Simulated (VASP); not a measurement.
Set up this calculation in VASP 6.6.1, as the native input.

| Property | Result |
| --- | --- |
| Task | single point |
| Functional | PBE |
| Potentials or basis | VASP PAW PBE potentials, release 64 (Cd, Te, In_d) |
| Cutoff | 520 eV |
| k mesh | 4 × 4 × 4 |
| Occupations | fermi-dirac, width 0.1 eV |
| Spin | no spin polarisation |
| Dipole correction | no |
| Further INCAR settings | ALGO = Normal; EDIFF = 1e-06; NBANDS = 47 |

The structure of CdInTe2 lies in POSCAR:

```
CdInTe2
1.0
   -4.0925515663      4.0925515663      3.6646866730
    4.0925515663     -4.0925515663      3.6646866730
    4.0925515663      4.0925515663     -3.6646866730
Cd Te In
2 4 2
Direct
    0.2500000000      0.2500000000      0.0000000000
    0.7500000000      0.7500000000      0.0000000000
    0.6924442586      0.1924442586      0.8848885172
    0.1924442586      0.3075557414      0.5000000000
    0.3075557414      0.8075557414      0.1151114828
    0.8075557414      0.6924442586      0.5000000000
    0.7500000000      0.2500000000      0.5000000000
    0.2500000000      0.7500000000      0.5000000000
```

The input as run:

INCAR

```
SYSTEM = CdInTe2
PREC     = Accurate       ! precision mode
ENCUT    = 520            ! plane-wave cutoff, eV
EDIFF    = 1E-6           ! SCF threshold, eV
ISMEAR   = -1             ! smearing method
SIGMA    = 0.1            ! smearing width, eV
LREAL    = .False.        ! projectors in reciprocal space
LASPH    = .True.         ! aspherical terms in the spheres
NELM     = 80             ! most SCF steps
ALGO     = Normal         ! electronic algorithm
ISIF     = 2              ! what is computed and relaxed
LWAVE    = .False.        ! write WAVECAR
LCHARG   = .True.         ! write CHGCAR
GGA      = PE             ! functional
LELF     = .True.         ! ELF
LVHAR    = .True.       
NBANDS   = 47             ! bands
```

KPOINTS

```
Automatic mesh
0
Gamma
  4 4 4
  0 0 0
```

Potentials or basis: VASP PAW PBE potentials, release 64 (Cd, Te, In_d).

Command:

```console
$ cat potpaw_PBE.64/Cd/POTCAR potpaw_PBE.64/Te/POTCAR potpaw_PBE.64/In_d/POTCAR > POTCAR
$ mpirun -np 1 vasp_std > vasp.out
```

Results of the run:

* Pressure: 0.0 GPa
* Largest force: 0.011 eV/Å
* Band gap on the k mesh: zero (bands 37 and 38 overlap by 0.83 eV)

Caveat: spin-orbit coupling is left out, which moves the levels of the heavy elements.

Wall time 2.9 min on 1 thread of Intel(R) Xeon(R) Platinum 8488C (Sapphire Rapids), with other jobs on the host, peak memory 0.47 GiB.
